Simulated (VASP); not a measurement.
Write the native input for VASP 6.6.1 that does the following.

| Item | Value |
| --- | --- |
| Task | single point |
| Functional | PBE |
| Potentials or basis | VASP PAW PBE potentials, release 64 (W_sv, O) |
| Cutoff | 520 eV |
| k mesh | 10 × 10 × 1 |
| Occupations | gaussian, width 0.1 eV |
| Spin | no spin polarisation |
| Dipole correction | yes |
| Further INCAR settings | ALGO = Normal; EDIFF = 1e-06; NBANDS = 32 |

The structure of W3O lies in POSCAR:

```
W3O
1.0
    2.7571643597      0.0000000000      0.0000000000
   -0.9190547866      2.5994794874      0.0000000000
    0.0000000000      0.0000000000     19.8562161029
W O
3 1
Direct
    0.5000000000      0.5000000000      0.2014482507
    0.0000000000      0.0000000000      0.3111437107
    0.5000000000      0.5000000000      0.4208362792
    0.5000000000      1.0000000000      0.4906150433
```

One way to write it, as run:

INCAR

```
SYSTEM = W3O
PREC = Accurate ; ENCUT = 520
EDIFF = 1E-6 ; ISMEAR = 0
SIGMA = 0.1 ; LREAL = .FALSE.
LASPH = .TRUE. ; NELM = 80
ALGO = Normal ; ISIF = 2
LWAVE = .FALSE. ; LCHARG = .TRUE.
LDIPOL = .TRUE. ; IDIPOL = 3
DIPOL = 0.5 0.5 0.356 ; GGA = PE
LELF = .TRUE. ; LVHAR = .TRUE.
LVACPOTAV = .TRUE. ; NBANDS = 32
```

KPOINTS

```
regular mesh
0
G
  10 10 1
  0 0 0
```

Potentials or basis: VASP PAW PBE potentials, release 64 (W_sv, O).

Command:

```bash
$ cat potpaw_PBE.64/W_sv/POTCAR potpaw_PBE.64/O/POTCAR > POTCAR
$ mpirun -np 1 vasp_std > vasp.out
```

It gave:

| Property | Result |
| --- | --- |
| Largest force | 0.787 eV/Å |
| Band gap on the k mesh | zero (band 24 reaches 1.51 eV, above the bottom of band 25 at -0.33 eV) |

Caveat: spin-orbit coupling is left out, which moves the levels of the heavy elements.

Wall time 4.8 min on 1 thread of Intel(R) Xeon(R) Platinum 8488C (Sapphire Rapids), with other jobs on the host, peak memory 0.39 GiB.
